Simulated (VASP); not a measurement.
# Ni (Fm-3m) in VASP: settings compared, part 2 of 2

VASP 6.6.1.

### Step 5. Single point, r2SCAN, collinear spin, ferromagnetic start

This run uses another cell than the first one, of 10.51 Å³/atom.

POSCAR reads:

```
Ni
1.0
    0.0000000000      1.7386689149      1.7386689149
    1.7386689149      0.0000000000      1.7386689149
    1.7386689149      1.7386689149      0.0000000000
Ni
1
Direct
    0.0000000000      0.0000000000      0.0000000000
```

INCAR.step1 reads:

```
ALGO = Normal
EDIFF = 1E-5
ENCUT = 660
GGA = PE
GGA_COMPAT = False
ISMEAR = 1
ISPIN = 2
LASPH = True
LCHARG = False
LMAXMIX = 4
LREAL = False
LWAVE = True
MAGMOM = 0.8
NBANDS = 15
NELM = 200
PREC = Accurate
SIGMA = 0.1
```

INCAR.step2 reads:

```
ALGO = Normal
EDIFF = 1E-6
ENCUT = 660
GGA_COMPAT = False
ISIF = 2
ISMEAR = 1
ISPIN = 2
ISTART = 1
LASPH = True
LCHARG = True
LELF = True
LMAXMIX = 4
LMIXTAU = True
LORBIT = 11
LREAL = False
LVHAR = True
LWAVE = False
MAGMOM = 0.8
METAGGA = R2SCAN
NBANDS = 15
NELM = 200
PREC = Accurate
SIGMA = 0.1
```

KPOINTS reads:

```
k-points
0
Gamma
  26 26 26
```

Potentials or basis: VASP PAW PBE potentials, release 64 (Ni).

Launch:

```bash
> cat potpaw_PBE.64/Ni/POTCAR > POTCAR
> cp INCAR.step1 INCAR
> mpirun -np 1 vasp_std > vasp.out
> cp INCAR.step2 INCAR
> mpirun -np 1 vasp_std > vasp.out
```

OUTCAR:

```text
EDIFF = 1E-6
   ENCUT = 660
   ISIF = 2
   ISMEAR = 1
   ISPIN = 2
   ISTART = 1
   LASPH = True
   LORBIT = 11
   LREAL = False
   METAGGA = R2SCAN
   NELM = 200
   PREC = Accurate

 ion  position               nearest neighbor table
   1  0.000  0.000  0.000-

  LATTYP: Found a face centered cubic cell.
 ALAT       =     3.4773378298

  Lattice vectors:

 A1 = (   0.0000000000,   1.7386689149,   1.7386689149)
 A2 = (   1.7386689149,   0.0000000000,   1.7386689149)
 A3 = (   1.7386689149,   1.7386689149,   0.0000000000)

Analysis of symmetry for initial positions (statically):
=====================================================================
 Subroutine PRICEL returns:
 Original cell was already a primitive cell.

 Routine SETGRP: Setting up the symmetry group for a
 face centered cubic supercell.

 Subroutine GETGRP returns: Found 48 space group operations
 (whereof 48 operations were pure point group operations)
 out of a pool of 48 trial point group operations.

The static configuration has the point symmetry O_h .
[... 629 lines left out ...]
      9      39.1898      0.00000
     10      39.1898      0.00000
     11      42.1158      0.00000
     12      42.1158      0.00000
     13      42.1158      0.00000
     14      45.2619      0.00000
[... 403 lines left out ...]
      4       7.9314      1.00000
      5       9.7409      0.96917
      6       9.7785      0.77786
      7      19.5561      0.00000
      8      33.2352      0.00000
      9      35.1546      0.00000
     10      37.1688      0.00000
     11      39.5451      0.00000
     12      41.2335      0.00000
     13      45.4816      0.00000
     14      53.0578      0.00000
     15      54.9085      0.00000

 [... further k-points ...]

------------------------ aborting loop because EDIFF is reached ----------------------------------------

  FORCE on cell =-STRESS in cart. coord.  units (eV):
  Direction    XX          YY          ZZ          XY          YZ          ZX
  --------------------------------------------------------------------------------------
  -------------------------------------------------------------------------------------
  Total        0.0181911      0.0181911      0.0181911      0.0000000     -0.0000000      0.0000000
  in kB        2.7726154      2.7726154      2.7726154      0.0000000     -0.0000000      0.0000000
  external PRESSURE =       2.7726154 kB  Pullay stress =       0.0000000 kB

 VOLUME and BASIS-vectors are now :
 -----------------------------------------------------------------------------
  energy-cutoff  :      660.00
  volume of cell :       10.51
      direct lattice vectors                 reciprocal lattice vectors
     0.000000000  1.738668915  1.738668915    -0.287576315  0.287576315  0.287576315
     1.738668915  0.000000000  1.738668915     0.287576315 -0.287576315  0.287576315
     1.738668915  1.738668915  0.000000000     0.287576315  0.287576315 -0.287576315

 POSITION                                       TOTAL-FORCE (eV/Angst)
 -----------------------------------------------------------------------------------
      0.00000      0.00000      0.00000         0.000000      0.000000      0.000000
 -----------------------------------------------------------------------------------
    total drift:                               -0.000000      0.000000      0.000000

  FREE ENERGIE OF THE ION-ELECTRON SYSTEM (eV)
  ---------------------------------------------------
  free  energy   TOTEN  =       -11.9448782054 eV

  energy  without entropy=      -11.9452172873  energy(sigma->0) =      -11.94499123

 total charge

# of ion       s       p       d       tot
------------------------------------------
    1        0.529   0.550   8.329   9.408

 magnetization (x)

# of ion       s       p       d       tot
------------------------------------------
    1       -0.011  -0.043   0.786   0.732
```

OUTCAR.step1:

```text
EDIFF = 1E-5
   ENCUT = 660
   GGA = PE
   ISMEAR = 1
   ISPIN = 2
[... 1101 lines left out ...]

 POSITION                                       TOTAL-FORCE (eV/Angst)
 -----------------------------------------------------------------------------------
      0.00000      0.00000      0.00000         0.000000     -0.000000     -0.000000
 -----------------------------------------------------------------------------------
    total drift:                                0.000000      0.000000     -0.000000

  FREE ENERGIE OF THE ION-ELECTRON SYSTEM (eV)
  ---------------------------------------------------
  free  energy   TOTEN  =        -5.4611219432 eV

  energy  without entropy=       -5.4607981845  energy(sigma->0) =       -5.46101402
```

OSZICAR.step1:

```text
N       E                     dE             d eps       ncg     rms          rms(c)
DAV:   1     0.385528136566E+02    0.38553E+02   -0.49895E+03 32510   0.104E+03
DAV:   2    -0.471809851198E+01   -0.43271E+02   -0.40079E+02 34552   0.185E+02
DAV:   3    -0.647982736088E+01   -0.17617E+01   -0.17469E+01 37863   0.353E+01
DAV:   4    -0.649028285917E+01   -0.10455E-01   -0.10453E-01 37391   0.264E+00
DAV:   5    -0.649039583455E+01   -0.11298E-03   -0.11297E-03 38937   0.246E-01    0.103E+01
DAV:   6    -0.576433873088E+01    0.72606E+00   -0.12768E+01 44567   0.400E+01    0.566E+00
DAV:   7    -0.547948193523E+01    0.28486E+00   -0.20628E+00 40221   0.146E+01    0.201E+00
DAV:   8    -0.546393708482E+01    0.15545E-01   -0.21822E-02 40394   0.102E+00    0.964E-01
DAV:   9    -0.546160301376E+01    0.23341E-02   -0.15744E-03 51489   0.241E-01    0.255E-01
DAV:  10    -0.546112018225E+01    0.48283E-03   -0.53778E-04 49590   0.131E-01    0.387E-02
DAV:  11    -0.546112194320E+01   -0.17609E-05   -0.44552E-05 33651   0.595E-02
   1 F= -.54611219E+01 E0= -.54610140E+01  d E =-.323759E-03  mag=     0.6069
```

It took 17 min on 1 thread of Intel Xeon 8259CL, shared host; peak memory 0.29 GiB.

What came out:

| Item | Value |
| --- | --- |
| Free energy | -11.9449 eV |
| Pressure | 0.3 GPa |
| Net moment | 0.71 μB per cell |
| Site moments | Ni +0.73 μB |
| Valence electrons inside the program's atomic spheres | Ni 9.41 |

Caveat: the PAW data sets were made with another functional, which shifts forces and pressure a little.

### Step 6. Summary

| level | potentials or basis | cell | cutoff (eV) | gap on the mesh (eV) | pressure (GPa) | moment (μB) |
| --- | --- | --- | --- | --- | --- | --- |
| LDA | VASP PAW LDA potentials, release 64 (Ni) | a = 2.420 Å, angles 60.0°, 1 atom | 600 | none | -0.3 | 0.57 |
| PBEsol | VASP PAW PBE potentials, release 64 (Ni) | a = 2.448 Å, angles 60.0°, 1 atom | 600 | none | -0.4 | 0.60 |
| PBE | VASP PAW PBE potentials, release 64 (Ni) | a = 2.488 Å, angles 60.0°, 1 atom | 600 | none | -0.3 | 0.63 |
| r2SCAN | VASP PAW PBE potentials, release 64 (Ni) | a = 2.459 Å, angles 60.0°, 1 atom | 660 | none | 0.3 | 0.71 |

Alike in all rows: task single point; spin collinear, ferromagnetic start; k mesh 26 × 26 × 26; smearing methfessel-paxton 0.1 eV.

Caveats: the PAW data sets were made with another functional, which shifts forces and pressure a little (at least some runs).

Total energies depend on the potentials used, so only differences within one code and one set of settings carry meaning.
